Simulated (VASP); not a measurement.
# Al3Ni2 (P-3m1) in VASP: notebook

The runs below take Al3Ni2 through relaxation of cell and atoms, with PBEsol.

All numbers are computed with VASP 6.6.1; they aren't measurements. Logs are shortened: lines on timing, memory, paths and dates and some standing lists are left out, and cuts for length are marked.

## Step 1: The cell of the first run

The structure is trigonal, space group P-3m1 (No. 164). The conventional cell has a = 3.934 Å, b = 3.934 Å, c = 4.779 Å, α = 90.00°, β = 90.00°, γ = 120.00°. Within 3.1 Å of Al (site symmetry -3m) lie 6 Ni at 2.38 Å and 6 Al at 2.83 Å. Within 3.1 Å of Al (site symmetry 3m) lie 5 Ni at 2.38 to 2.48 Å and 6 Al at 2.67 to 2.83 Å. Within 3.1 Å of Ni (site symmetry 3m) lie 8 Al at 2.38 to 2.48 Å and 3 Ni at 2.66 Å.

## Step 2: Relaxation of cell and atoms, PBEsol, target pressure 8 GPa, at which the enthalpy is minimised

The input, INCAR:

```
SYSTEM = Al3Ni2
PREC = Accurate
ENCUT = 600
EDIFF = 1E-6
ISMEAR = 0
SIGMA = 0.1
LREAL = .FALSE.
LASPH = .TRUE.
NELM = 60
ALGO = Fast
ISIF = 3
LWAVE = .FALSE.
LCHARG = .FALSE.
GGA = PS
IBRION = 2
NSW = 70
EDIFFG = -0.008
PSTRESS = 80.0
```

The input, KPOINTS:

```
Automatic mesh
0
G
  12 12 8
  0 0 0
```

The input, POSCAR:

```
Al3Ni2
1.0
    3.9339990962      0.0000000000      0.0000000000
   -1.9669995481      3.4069431558      0.0000000000
    0.0000000000      0.0000000000      4.7787892158
Al Ni
3 2
Direct
    0.0000000000      0.0000000000      0.0000000000
    0.3333333333      0.6666666667      0.6474293850
    0.6666666667      0.3333333333      0.3525706150
    0.3333333333      0.6666666667      0.1457631419
    0.6666666667      0.3333333333      0.8542368581
```

Potentials or basis: VASP PAW PBE potentials, release 64 (Al, Ni).

The run is started by

```sh
$ cat potpaw_PBE.64/Al/POTCAR potpaw_PBE.64/Ni/POTCAR > POTCAR
$ mpirun -np 1 vasp_std > vasp.out
```

OUTCAR:

```text
SYSTEM = Al3Ni2
   PREC = Accurate
   ENCUT = 600
   EDIFF = 1E-6
   ISMEAR = 0
   LREAL = .FALSE.
   LASPH = .TRUE.
   NELM = 60
   ISIF = 3
   GGA = PS
   IBRION = 2
   NSW = 70
   EDIFFG = -0.008
   PSTRESS = 80.0

 ion  position               nearest neighbor table
   1  0.000  0.000  0.000-   4 2.38   5 2.38   5 2.38   4 2.38   5 2.38   4 2.38   2 2.83   3 2.83
                             2 2.83   3 2.83   3 2.83   2 2.83
   2  0.333  0.667  0.647-   4 2.38   4 2.40   5 2.48   5 2.48   5 2.48   3 2.67   3 2.67   3 2.67
                             1 2.83   1 2.83   1 2.83
   3  0.667  0.333  0.353-   5 2.38   5 2.40   4 2.48   4 2.48   4 2.48   2 2.67   2 2.67   2 2.67
                             1 2.83   1 2.83   1 2.83
   4  0.333  0.667  0.146-   1 2.38   1 2.38   1 2.38   2 2.38   2 2.40   3 2.48   3 2.48   3 2.48
                             5 2.66   5 2.66   5 2.66
   5  0.667  0.333  0.854-   1 2.38   1 2.38   1 2.38   3 2.38   3 2.40   2 2.48   2 2.48   2 2.48
                             4 2.66   4 2.66   4 2.66

  LATTYP: Found a hexagonal cell.
 ALAT       =     3.9339990962
 C/A-ratio  =     1.2147408016

  Lattice vectors:

 A1 = (   3.9339990962,   0.0000000000,   0.0000000000)
 A2 = (  -1.9669995481,   3.4069431558,   0.0000000000)
 A3 = (   0.0000000000,   0.0000000000,   4.7787892158)

Analysis of symmetry for initial positions (statically):
=====================================================================
 Subroutine PRICEL returns:
 Original cell was already a primitive cell.

 Routine SETGRP: Setting up the symmetry group for a
 hexagonal supercell.

 Subroutine GETGRP returns: Found 12 space group operations
 (whereof 12 operations were pure point group operations)
 out of a pool of 24 trial point group operations.

The static configuration has the point symmetry D_3d.

Analysis of symmetry for dynamics (positions and initial velocities):
=====================================================================
 Subroutine PRICEL returns:
 Original cell was already a primitive cell.

 Routine SETGRP: Setting up the symmetry group for a
 hexagonal supercell.

 Subroutine GETGRP returns: Found 12 space group operations
 (whereof 12 operations were pure point group operations)
 out of a pool of 24 trial point group operations.

The dynamic configuration has the point symmetry D_3d.

 Subroutine INISYM returns: Found 12 space group operations
[... 103 lines left out ...]
   EDIFF  = 0.1E-05   stopping-criterion for ELM
   LREAL  =      F    real-space projection
   EDIFFG = -.8E-02   stopping-criterion for IOM
   NSW    =     70    number of steps for IOM
   IBRION =      2    ionic relax: 0-MD 1-quasi-New 2-CG
   NFREE  =      1    steps in history (QN), initial steepest desc. (CG)
   ISIF   =      3    stress and relaxation
   ISYM   =      2    0-nonsym 1-usesym 2-fastsym
   POTIM  = 0.5000    time-step for ionic-motion
   TEBEG  =    0.0;   TEEND  =   0.0 temperature during run
   PSTRESS=   80.0 pullay stress
   NELECT =      29.0000    total number of electrons
   NUPDOWN=      -1.0000    fix difference up-down
   EMIN   =  10.00;   EMAX   =-10.00  energy-range for DOS
   EFERMI =   0.00;   METHOD = LEGACY
   ISMEAR =     0;   SIGMA  =   0.10  broadening in eV -4-tet -1-fermi 0-gaus
   EFERMI_NEDOS =   21; number of points for ismear=-14 and -15
   IALGO  =     68    algorithm
   IMIX   =      4    mixing-type and parameters
     AMIX     =   0.40;   BMIX     =  1.00
     AMIX_MAG =   1.60;   BMIX_MAG =  1.00
  volume/ion in A,a.u.               =      12.81        86.45
  Fermi-wavevector in a.u.,A,eV,Ry     =   1.257096  2.375567 21.501160  1.580291
  Thomas-Fermi vector in A             =   2.390772
   LORBIT       =      0    0 simple, 1 ext, 2 COOP (PROOUT), +10 PAW based schemes
   GGA     = PS    functional components
   LHFCALC =     F    Hartree Fock is set to
   AEXX    =    0.0000 exact exchange contribution
   IVDW    =     0    specifies the selected vdW correction
   LEPSILON=     F    determine dielectric tensor
   LRPA    =     F    only Hartree local field effects (RPA)
 conjugate gradient relaxation of ions
 non-spin polarized calculation
 RMM-DIIS sequential band-by-band and
 Gauss-broadening in eV      SIGMA  =   0.10
  energy-cutoff  :      600.00
  volume of cell :       64.05
 maximum number of plane-waves:      2173
   NGX = 15   NGY = 15   NGZ = 19

--------------------------------------- Ionic step        1  -------------------------------------------

 number of electron      28.9999993 magnetization

 Free energy of the ion-electron system (eV)
  ---------------------------------------------------
  ext. energy  EPLUGINS =         0.00000000
  ---------------------------------------------------
  free energy    TOTEN  =       -27.58321831 eV

  energy without entropy =      -27.57701041  energy(sigma->0) =      -27.58011436

------------------------ aborting loop because EDIFF is reached ----------------------------------------

  FORCE on cell =-STRESS in cart. coord.  units (eV):
  Direction    XX          YY          ZZ          XY          YZ          ZX
  --------------------------------------------------------------------------------------
  -------------------------------------------------------------------------------------
  Total        3.3863827      3.3863827      3.5391014      0.0000000     -0.0000000      0.0000000
  in kB       84.7090082     84.7090082     88.5292068      0.0000000     -0.0000000      0.0000000
  external PRESSURE =       5.9824077 kB  Pullay stress =      80.0000000 kB
[... 233 lines left out ...]
--------------------------------------- Ionic step        7  -------------------------------------------

 number of electron      28.9999994 magnetization

 Free energy of the ion-electron system (eV)
  ---------------------------------------------------
  ext. energy  EPLUGINS =         0.00000000
  ---------------------------------------------------
  free energy    TOTEN  =       -27.58898670 eV

  energy without entropy =      -27.58269583  energy(sigma->0) =      -27.58584127

 E-fermi :   9.0900     XC(G=0): -11.5889

 val. band max:        9.0830955988   @ k =  -0.0833   0.2500   0.2500
 cond. band min:       9.0907291984   @ k =   0.1667   0.0833   0.2500
 fundamental gap:      0.0076335996
 Fermi energy:         9.0900253793

 k-point     1 :       0.0000    0.0000    0.0000
  band No.  band energies     occupation
      1      -1.8007      2.00000
      2       3.6567      2.00000
      3       4.0920      2.00000
      4       5.3005      2.00000
      5       5.3005      2.00000
      6       5.8823      2.00000
[... 481 lines left out ...]
      5       5.4127      2.00000
      6       5.7539      2.00000
[... 10 lines left out ...]
     17      13.2346      0.00000
     18      13.4974      0.00000

 [... further k-points ...]
[... 5 lines left out ...]
  --------------------------------------------------------------------------------------
  -------------------------------------------------------------------------------------
  Total        3.2001477      3.2001477      3.1998805      0.0000000     -0.0000000      0.0000000
  in kB       79.9184013     79.9184013     79.9117284      0.0000000     -0.0000000      0.0000000
  external PRESSURE =      -0.0838230 kB  Pullay stress =      80.0000000 kB
[... 24 lines left out ...]
  energy  without entropy=      -27.5826958261  energy(sigma->0) =      -27.58584127

  enthalpy is  TOTEN    =       -24.3855715283 eV   P V=        3.2034151757

 reached required accuracy - stopping structural energy minimisation
```

OSZICAR:

```text
N       E                     dE             d eps       ncg     rms          rms(c)
DAV:   1     0.150694437647E+03    0.15069E+03   -0.13420E+04  4716   0.186E+03
DAV:   2    -0.233378633469E+02   -0.17403E+03   -0.16960E+03  4716   0.335E+02
DAV:   3    -0.310365126949E+02   -0.76986E+01   -0.75206E+01  5410   0.903E+01
[... 57 lines left out ...]
   6 F= -.24385570E+02 E0= -.24382426E+02  d E =-.177151E-03
       N       E                     dE             d eps       ncg     rms          rms(c)
DAV:   1    -0.275889876619E+02    0.12359E-03   -0.18368E-04  4980   0.109E-01    0.898E-03
RMM:   2    -0.275889886073E+02   -0.94540E-06   -0.16827E-05  4549   0.483E-02    0.116E-02
RMM:   3    -0.275889867666E+02    0.18406E-05   -0.73192E-06  4206   0.426E-02    0.255E-03
RMM:   4    -0.275889867040E+02    0.62661E-07   -0.39134E-07  2409   0.702E-03
   7 F= -.24385572E+02 E0= -.24382426E+02  d E =-.178799E-03
```

CONTCAR:

```text
Al3Ni2
   1.00000000000000
     3.9343905168884734    0.0000000000000000    0.0000000000000000
    -1.9671952584442367    3.4072821360618124   -0.0000000000000000
     0.0000000000000000   -0.0000000000000000    4.7857307721496243
  Al              Ni
     3     2
Direct
     1.0000000000000000    1.0000000000000000    1.0000000000000000
     0.3333333332999970    0.6666666667000030    0.6469122612665745
     0.6666666667000030    0.3333333332999970    0.3530877387334255
     0.3333333332999970    0.6666666667000030    0.1463973191001721
     0.6666666667000030    0.3333333332999970    0.8536026808998279

  0.00000000E+00  0.00000000E+00  0.00000000E+00
  0.00000000E+00  0.00000000E+00  0.00000000E+00
  0.00000000E+00  0.00000000E+00  0.00000000E+00
  0.00000000E+00  0.00000000E+00  0.00000000E+00
  0.00000000E+00  0.00000000E+00  0.00000000E+00
```

It took 14 min on 1 thread of Oxide Virtual Turin-like, shared host; peak memory 0.3 GiB.

Results:

```yaml
Free_energy: -27.5890 eV
Relaxed_volume: 12.83 Å³/atom
Relaxed_cell: a = 3.934 Å, b = 3.934 Å, c = 4.786 Å, α = 90.00°, β = 90.00°, γ = 120.00°
Space_group_after_relaxing_to_0.05_Å: P-3m1 (No. 164)
Energy_change_on_relaxing_the_enthalpy_is_what_falls: -1.2 meV/atom
Ionic_steps: 7
Pressure_after_relaxing: 8.0 GPa
Largest_force_after_relaxing: 0.004 eV/Å
```

Forces on the atoms (eV/Å):
```
Al   0.000  0.000  0.000
Al   0.000  0.000  0.004
Al   0.000  0.000 -0.004
Ni   0.000  0.000  0.004
Ni   0.000  0.000 -0.004
```

Step by step:
```tsv
step	energy change (eV)	largest force (eV/Å)	pressure (GPa)	volume (Å³)
1	0.0000	0.0621	8.60	64.05
2	-0.0216	0.0151	7.03	64.49
3	-0.0084	0.0412	7.71	64.21
4	-0.0075	0.0424	7.80	64.19
5	-0.0055	0.0093	8.15	64.15
6	-0.0059	0.0096	7.94	64.16
7	-0.0058	0.0041	7.99	64.16
```

Final structure:
```cif
data_structure
_symmetry_space_group_name_H-M 'P 1'
_symmetry_Int_Tables_number 1
_cell_length_a 3.9344
_cell_length_b 3.9344
_cell_length_c 4.7857
_cell_angle_alpha 90.000
_cell_angle_beta 90.000
_cell_angle_gamma 120.000
_cell_volume 64.16
loop_
_atom_site_label
_atom_site_type_symbol
_atom_site_fract_x
_atom_site_fract_y
_atom_site_fract_z
_atom_site_occupancy
Al1 Al 0.00000 0.00000 0.00000 1
Al2 Al 0.33333 0.66667 0.64691 1
Al3 Al 0.66667 0.33333 0.35309 1
Ni1 Ni 0.33333 0.66667 0.14640 1
Ni2 Ni 0.66667 0.33333 0.85360 1
```

Levels at points of the mesh, in eV from the Fermi level:
```tsv
k point	band 12	band 13	band 14	band 15	band 16	band 17	band 18
(0.00, 0.00, 0.00)	-1.79	-1.38	1.32	1.32	3.29	3.29	4.65
(0.50, 0.00, 0.00)	-1.97	-1.67	-1.63	-1.30	1.45	2.19	2.39
(0.00, 0.00, 0.50)	-1.90	2.84	2.84	2.92	2.92	3.29	4.44
(0.50, 0.00, 0.50)	-1.88	-1.84	-1.12	-0.34	1.60	2.22	3.48
```

Caveat: the cell is relaxed towards a set pressure, so the enthalpy falls and the energy may rise; the PAW data sets were made with another functional, which shifts forces and pressure a little.

(Part 1 of 2 ends here.)
